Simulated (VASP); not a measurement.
**Co: relaxation of cell and atoms with PBEsol**

Crystal: Co.

```
CELL_PARAMETERS angstrom
4.14431 0.00000 0.00000
-2.07216 3.58908 0.00000
0.00000 0.00000 2.54064
ATOMIC_POSITIONS crystal
Co 0.00000 0.00000 0.00000
Co 0.33333 0.66667 0.50000
Co 0.66667 0.33333 0.50000
```

| Quantity | Value |
| --- | --- |
| Program | VASP 6.6.1 |
| Task | relaxation of cell and atoms |
| Functional | PBEsol |
| Potentials or basis | VASP PAW PBE potentials, release 64 (Co) |
| Cutoff | 600 eV |
| k mesh | 6 × 6 × 6 |
| Occupations | gaussian, width 0.1 eV |
| Spin | collinear spin, ferromagnetic start |
| Starting moments | [1.96, 2.01, 2.01] μB |
| Dipole correction | no |
| Further INCAR settings | ALGO = Normal; EDIFF = 1e-06; IBRION = 2; EDIFFG = -0.04; NSW = 90; ISIF = 3 |

```
Relaxed volume                                        : 10.54 Å³/atom
Relaxed cell                                          : a = 3.901 Å, b = 3.901 Å, c = 2.399 Å, α = 90.00°, β = 90.00°, γ = 120.00°
Space group after relaxing (to 0.05 Å)                : P6/mmm (No. 191)
Energy gained by relaxing                             : 209.8 meV/atom
Ionic steps                                           : 4
Pressure after relaxing                               : -0.2 GPa
Net moment                                            : 4.93 μB per cell
Site moments                                          : Co +1.60, +1.67 μB
Valence electrons inside the program's atomic spheres : Co 8.28, 8.38
```

The path:
| step | energy change (eV) | largest force (eV/Å) | pressure (GPa) | volume (Å³) |
| --- | --- | --- | --- | --- |
| 1 | 0.0000 | 0.0000 | -27.42 | 37.79 |
| 2 | -0.0387 | 0.0000 | 48.39 | 27.18 |
| 3 | -0.6288 | 0.0000 | -1.18 | 31.76 |
| 4 | -0.6294 | 0.0000 | -0.24 | 31.62 |

Final structure:
```
CELL_PARAMETERS angstrom
3.90116 0.00000 0.00000
-1.95058 3.37850 0.00000
0.00000 0.00000 2.39929
ATOMIC_POSITIONS crystal
Co 0.00000 0.00000 0.00000
Co 0.33333 0.66667 0.50000
Co 0.66667 0.33333 0.50000
```

Levels at points of the mesh, in eV from the Fermi level:
Spin up:
```tsv
k point	band 14	band 15	band 16	band 17	band 18	band 19
(0.00, 0.00, 0.00)	-1.95	-0.70	-0.70	6.51	6.51	6.52
(0.50, 0.00, 0.00)	-1.06	-0.96	-0.69	-0.53	0.08	7.00
(0.00, 0.00, 0.50)	-0.77	-0.18	0.88	1.75	10.02	10.61
(0.50, 0.00, 0.50)	-0.71	-0.37	1.58	1.88	5.28	6.04
```
Spin down:
| k point | band 8 | band 9 | band 10 | band 11 | band 12 | band 13 | band 14 | band 15 |
| --- | --- | --- | --- | --- | --- | --- | --- | --- |
| (0.00, 0.00, 0.00) | -1.40 | -0.81 | -0.81 | -0.22 | -0.22 | -0.18 | -0.18 | 1.30 |
| (0.50, 0.00, 0.00) | -1.44 | -0.91 | -0.10 | -0.08 | 0.15 | 0.57 | 0.89 | 0.90 |
| (0.00, 0.00, 0.50) | -1.02 | -0.85 | -0.85 | 0.80 | 0.80 | 1.05 | 1.05 | 1.57 |
| (0.50, 0.00, 0.50) | -1.06 | -0.83 | -0.73 | -0.04 | 0.57 | 0.92 | 1.16 | 1.42 |

It took 6.5 min on 1 thread of AMD EPYC 7R13, on a shared host, peak memory 0.18 GiB.

Caveat: the k points lie up to 0.44 Å⁻¹ apart in the final cell; the volume moved by over 15 % at a fixed basis, so the end points are rough; the PAW data sets were made with another functional, which shifts forces and pressure a little.
